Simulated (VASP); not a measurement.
Wanted: the native input for a VASP 6.6.1 run.

* Task: single point
* Functional: PBE
* Potentials or basis: VASP PAW PBE potentials, release 64 (W_sv, C)
* Cutoff: 520 eV
* k mesh: 13 × 13 × 12
* Occupations: fermi-dirac, width 0.05 eV
* Spin: no spin polarisation
* Dipole correction: no
* Further INCAR settings: ALGO = Normal; EDIFF = 1e-06; NBANDS = 16

The structure of WC lies in POSCAR:

```
WC
1.0
    2.8417946007      0.0000000000      0.0000000000
   -1.4208973004      2.4610663166      0.0000000000
    0.0000000000      0.0000000000      2.7717403707
W C
1 1
Direct
    0.0000000000      0.0000000000      0.0000000000
    0.6666666667      0.3333333333      0.5000000000
```

This cell differs from its parent crystal: volume scaled by 0.9405.

The input as run:

INCAR

```
PREC = Accurate
ENCUT = 520
EDIFF = 1E-6
ISMEAR = -1
SIGMA = 0.05
LREAL = False
LASPH = True
NELM = 100
ALGO = Normal
ISIF = 2
LWAVE = False
LCHARG = True
GGA = PE
LELF = True
LVHAR = True
NBANDS = 16
```

KPOINTS

```
Automatic mesh
0
Gamma
  13 13 12
```

Potentials or basis: VASP PAW PBE potentials, release 64 (W_sv, C).

Launch:

```bash
$ cat potpaw_PBE.64/W_sv/POTCAR potpaw_PBE.64/C/POTCAR > POTCAR
$ mpirun -np 1 vasp_std > vasp.out
```

Results of the run:

* Pressure: 39.3 GPa
* Band gap on the k mesh: zero (band 9 reaches 12.79 eV, above the bottom of band 10 at 11.41 eV)

Caveat: spin-orbit coupling is left out, which moves the levels of the heavy elements.

Run time: 88 s on 1 thread of AMD EPYC 7R13, on a shared host, peak memory 0.14 GiB.
